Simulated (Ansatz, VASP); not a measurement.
**SiGe: VASP beside Ansatz**

```
Si Ge
1.0
     3.90445    0.00000    0.00000
    -1.95223    3.38135    0.00000
     0.00000    0.00000    6.45078
Si Ge
2 2
Direct
  0.66667 0.33333 0.83585
  0.33333 0.66667 0.33585
  0.66667 0.33333 0.50039
  0.33333 0.66667 0.00039
```

Change from the starting cell: all Si atoms moved -0.250 Å, as atom 1 along Cartesian [0 0 1].

Alike in both runs: task single point; functional r2SCAN; k mesh 12 × 12 × 4; occupations gaussian, width 0.05 eV; no spin polarisation.

|  | VASP | Ansatz |
| --- | --- | --- |
| version | VASP 6.6.1 | Ansatz 0.2.0 |
| potentials or method | VASP PAW PBE potentials, release 64 (Si, Ge_d), cutoff 520 eV | scalar-relativistic, plane waves, PAW |
| valence electrons in the cell | 36 | 36 |

Ansatz gave:

| Item | Value |
| --- | --- |
| gap on the k mesh at the Fermi level (eV) | none |
| pressure (GPa) | 2.2 |
| traceless stress, the component that is largest in VASP (GPa) | 13.01 |
| rms of the force components (eV/Å) | 2.461 |

Problem. Which values does VASP return?

Solution. gap on the k mesh at the Fermi level (eV): none; pressure (GPa): 2.1; traceless stress, the component that is largest in VASP (GPa): 12.99; rms of the force components (eV/Å): 2.457.

VASP's potentials were made for PBE, not for r2SCAN. Atom by atom the forces differ by 0.004 eV/Å (rms over components). A gap of «none» marks a metal or a gap that the smearing closes.
